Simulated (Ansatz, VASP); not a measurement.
One calculation of Si3F, two programs

INCAR

```
SYSTEM = Si3F
PREC = Accurate
ENCUT = 600
EDIFF = 1E-6
ISMEAR = 0
SIGMA = 0.1
LREAL = .False.
LASPH = .True.
NELM = 60
ALGO = Normal
ISIF = 3
LWAVE = .False.
LCHARG = .False.
GGA = PE
IBRION = 2
NSW = 100
EDIFFG = -0.01
```

KPOINTS

```
Automatic mesh
0
Gamma
  12 12 8
  0 0 0
```

File POSCAR:

```
Si3F
1.0
    5.1887953280      0.0000000000      0.0000000000
   -2.5943976640      4.4936285690      0.0000000000
    0.0000000000      0.0000000000      4.7885810758
Si F
6 2
Direct
    0.4247846963      0.4247846963      0.2500000000
    0.0000000000      0.4247846963      0.7500000000
    0.5752153037      0.0000000000      0.2500000000
    0.5752153037      0.5752153037      0.7500000000
    0.0000000000      0.5752153037      0.2500000000
    0.4247846963      0.0000000000      0.7500000000
    0.0000000000      0.0000000000      0.0000000000
    0.0000000000      0.0000000000      0.5000000000
```

Input for Ansatz:

```yaml
crystal:
  lattice:
    - [5.188795328, 0.0, 0.0]
    - [-2.594397664, 4.493628569, 0.0]
    - [0.0, 0.0, 4.7885810758]
  atoms:
    - { symbol: Si, position: [0.4247846963, 0.4247846963, 0.25] }
    - { symbol: Si, position: [0.0, 0.4247846963, 0.75] }
    - { symbol: Si, position: [0.5752153037, 0.0, 0.25] }
    - { symbol: Si, position: [0.5752153037, 0.5752153037, 0.75] }
    - { symbol: Si, position: [0.0, 0.5752153037, 0.25] }
    - { symbol: Si, position: [0.4247846963, 0.0, 0.75] }
    - { symbol: F, position: [0.0, 0.0, 0.0] }
    - { symbol: F, position: [0.0, 0.0, 0.5] }
basis:
  ecutwfc: 420
kpoints:
  mp_grid: { grid: [12, 12, 8] }
hamiltonian:
  xc: pbe
scf:
  occupations: { method: gaussian, width: 0.1 }
output:
  forces: true
  stress: true
  eigenvalues: true
relax:
  adjacent_minimum: "off"
  f_tol: 0.01
  max_steps: 80
  cell: { stress_tol: 0.05 }
```

Alike in both runs: task relaxation of cell and atoms; functional PBE; k mesh 12 × 12 × 8; occupations gaussian, width 0.1 eV; no spin polarisation.

```csv
,VASP,Ansatz
version,VASP 6.6.1,Ansatz 0.2.0
potentials or method,"VASP PAW PBE potentials, release 64 (Si, F), cutoff 600 eV","scalar-relativistic, plane waves, PAW"
valence electrons in the cell,38,38
```

|  | VASP | Ansatz | Ansatz less VASP |
| --- | --- | --- | --- |
| gap on the k mesh at the Fermi level, each at its own relaxed structure (eV) | none | none | - |
| relaxed volume (Å³/atom) | 13.98 | 14.00 | +0.020 |
| relaxed cell length with the largest relative difference (Å) | 5.145 | 5.150 | +0.0055 |

A gap of «none» marks a metal or a gap that the smearing closes.
